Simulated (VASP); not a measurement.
# SnPt3: single point with LDA

Crystal: SnPt3.

```xyz
4
Lattice="3.9600 0.0000 0.0000 0.0000 3.9600 0.0000 0.0000 0.0000 4.0000" Properties=species:S:1:pos:R:3 pbc="T T T"
Sn    0.0000    0.0000    0.0000
Pt    0.0000    1.9800    2.0000
Pt    1.9800    0.0000    2.0000
Pt    1.9800    1.9800    0.0000
```

This cell differs from its parent crystal: equal xx and yy strain of -1 %.

| Property | Result |
| --- | --- |
| Program | VASP 6.6.1 |
| Task | single point |
| Functional | LDA |
| Potentials or basis | VASP PAW LDA potentials, release 64 (Sn_d, Pt) |
| Cutoff | 500 eV |
| k mesh | 8 × 8 × 8 |
| Occupations | fermi-dirac, width 0.05 eV |
| Spin | no spin polarisation |
| Dipole correction | no |
| Further INCAR settings | ALGO = Normal; EDIFF = 1e-06; NBANDS = 30 |

```json
{
 "Pressure": "2.1 GPa",
 "Band gap on the k mesh": "zero (bands 22 and 23 overlap by 0.52 eV)"
}
```

Stress tensor (GPa, compression positive):
```
2.51 0.00 0.00
0.00 2.51 0.00
0.00 0.00 1.17
```

Levels at points of the mesh, in eV from the Fermi level:
```csv
k point,band 18,band 19,band 20,band 21,band 22,band 23,band 24,band 25,band 26,band 27
"(0.00, 0.00, 0.00)",-1.30,-1.30,-1.21,-0.40,0.12,0.12,0.22,3.06,6.34,6.55
"(0.50, 0.00, 0.00)",-2.62,-2.59,-2.43,-1.18,0.13,1.84,3.94,4.06,5.34,5.49
"(0.50, 0.50, 0.00)",-2.82,-2.66,-2.12,-1.96,-1.58,1.01,1.01,5.11,6.79,7.61
"(0.00, 0.00, 0.50)",-2.54,-2.54,-2.46,-1.10,0.22,1.94,3.91,3.91,5.45,5.45
"(0.50, 0.00, 0.50)",-2.85,-2.68,-2.18,-2.01,-1.61,0.93,0.93,5.22,6.86,7.74
"(0.50, 0.50, 0.50)",-2.69,-2.20,-2.11,-0.82,-0.35,-0.30,-0.30,0.98,3.70,3.79
```

Wall time 2.8 min on 1 thread of Intel Xeon 8259CL, with other jobs on the host, peak memory 0.23 GiB.

Caveat: the cell differs from its parent crystal (equal xx and yy strain of -1 %); spin-orbit coupling is left out, which moves the levels of the heavy elements.
